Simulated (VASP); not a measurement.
Runs of VASP 6.6.1 on SnTe2. The structure is trigonal, space group R-3m (No. 166). The conventional cell has a = 4.177 Å, b = 4.177 Å, c = 18.873 Å, α = 90.00°, β = 90.00°, γ = 120.00°. Sn (site symmetry -3m) has 6 Te at 2.97 Å within 3.9 Å. Within 3.9 Å of Te (site symmetry 3m) lie 3 Sn at 2.97 Å and 3 Te at 3.71 Å. 

```tsv
k mesh	smearing	gap on the mesh (eV)	pressure (GPa)	largest force (eV/Å)
6 × 6 × 6	fermi-dirac 0.5 eV	none	3.7	(a)
4 × 4 × 4	fermi-dirac 0.02 eV	none	(b)	(c)
6 × 6 × 6	fermi-dirac 0.02 eV	none	2.0	0.37
6 × 6 × 6	methfessel-paxton 0.5 eV	none	1.9	0.39
```

Alike in all rows: task single point; level PBE; potentials or basis VASP PAW PBE potentials, release 64 (Sn_d, Te); no spin polarisation; cell as given; cutoff (eV) 500.

Problem. Fill in the values left out.

Solution. (a) 0.57; (b) 2.2; (c) 0.17.

Caveats: some runs use coarse meshes; spin-orbit coupling is left out, which moves the levels of the heavy elements.

A k mesh can miss the band edges, and the runs leave out spin-orbit coupling on Sn, Te.

A gap of «none» marks levels without a gap at the run's occupations.
